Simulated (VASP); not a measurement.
The system is Al.

```
CELL_PARAMETERS angstrom
0.00000 2.02481 2.02481
2.02481 0.00000 2.02481
2.02481 2.02481 0.00000
ATOMIC_POSITIONS crystal
Al 0.00000 0.00000 0.00000
```

* Program: VASP 6.6.1
* Task: relaxation of cell and atoms
* Functional: r2SCAN
* Potentials or basis: VASP PAW PBE potentials, release 64 (Al)
* Cutoff: 600 eV
* k mesh: 11 × 11 × 11
* Occupations: gaussian, width 0.1 eV
* Spin: no spin polarisation

At the start: pressure -3.6 GPa; volume 16.60 Å³/atom.

Task: Where does the relaxation end?

Result: Over 3 steps the energy falls by 8.5 meV/atom and the volume is 15.89 Å³/atom (-4.3 %); space group Fm-3m (No. 225, to 0.05 Å).

Step by step:
| step | energy change (eV) | largest force (eV/Å) | pressure (GPa) | volume (Å³) |
| --- | --- | --- | --- | --- |
| 1 | 0.0000 | 0.0000 | -3.64 | 16.60 |
| 2 | -0.0080 | 0.0000 | 1.06 | 15.71 |
| 3 | -0.0085 | 0.0000 | 0.03 | 15.89 |

Final structure:
```cif
data_structure
_symmetry_space_group_name_H-M 'P 1'
_symmetry_Int_Tables_number 1
_cell_length_a 2.8217
_cell_length_b 2.8217
_cell_length_c 2.8217
_cell_angle_alpha 60.000
_cell_angle_beta 60.000
_cell_angle_gamma 60.000
_cell_volume 15.89
loop_
_atom_site_label
_atom_site_type_symbol
_atom_site_fract_x
_atom_site_fract_y
_atom_site_fract_z
_atom_site_occupancy
Al1 Al 0.00000 0.00000 0.00000 1
```

Caveat: the PAW data sets were made with another functional, which shifts forces and pressure a little.
